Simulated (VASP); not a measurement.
Set up this calculation in VASP 6.6.1, as the native input.

```yaml
Task: single point
Functional: PBE
Potentials_or_basis: VASP PAW PBE potentials, release 64 (Mo_sv, S)
Cutoff: 520 eV
k_mesh: 12 × 12 × 4
Occupations: fermi-dirac, width 0.02 eV
Spin: no spin polarisation
Dipole_correction: no
Further_INCAR_settings: ALGO = Normal; EDIFF = 1e-06; NBANDS = 20
```

The structure of MoS2 lies in POSCAR:

```
MoS2
1.0
    3.1709609040      0.0000000000      0.0000000000
   -1.5854804520      2.7461326973      0.0000000000
    0.0000000000      0.0000000000      6.7609930324
Mo S
1 2
Direct
    0.0000000000      0.0000000000      0.0000000000
    0.3333333333      0.6666666667      0.2300864068
    0.3333333333      0.6666666667      0.7699135932
```

This cell differs from its parent crystal: uniaxial z strain -0.7%.

The input as run:

INCAR

```
SYSTEM = MoS2
ALGO = Normal
EDIFF = 1E-6
ENCUT = 520
GGA = PE
ISIF = 2
ISMEAR = -1
LASPH = .True.
LCHARG = .False.
LREAL = .False.
LWAVE = .False.
NBANDS = 20
NELM = 100
PREC = Accurate
SIGMA = 0.02
```

KPOINTS

```
k-points
0
Gamma
  12 12 4
  0 0 0
```

Potentials or basis: VASP PAW PBE potentials, release 64 (Mo_sv, S).

Command:

```console
$ cat potpaw_PBE.64/Mo_sv/POTCAR potpaw_PBE.64/S/POTCAR > POTCAR
$ mpirun -np 1 vasp_std > vasp.out
```

It gave:

| Property | Result |
| --- | --- |
| Pressure | 2.1 GPa |
| Largest force | 0.124 eV/Å |
| Band gap on the k mesh | 1.25 eV (least direct gap 1.68 eV) |

Caveat: the cell differs from its parent crystal (uniaxial z strain -0.7%); this functional lacks dispersion, which binds layers or chains, so the pressure and a relaxed spacing across them are unreliable.

Run time: 99 s on 1 thread of Intel Xeon 8259CL, on a shared host, peak memory 0.21 GiB.
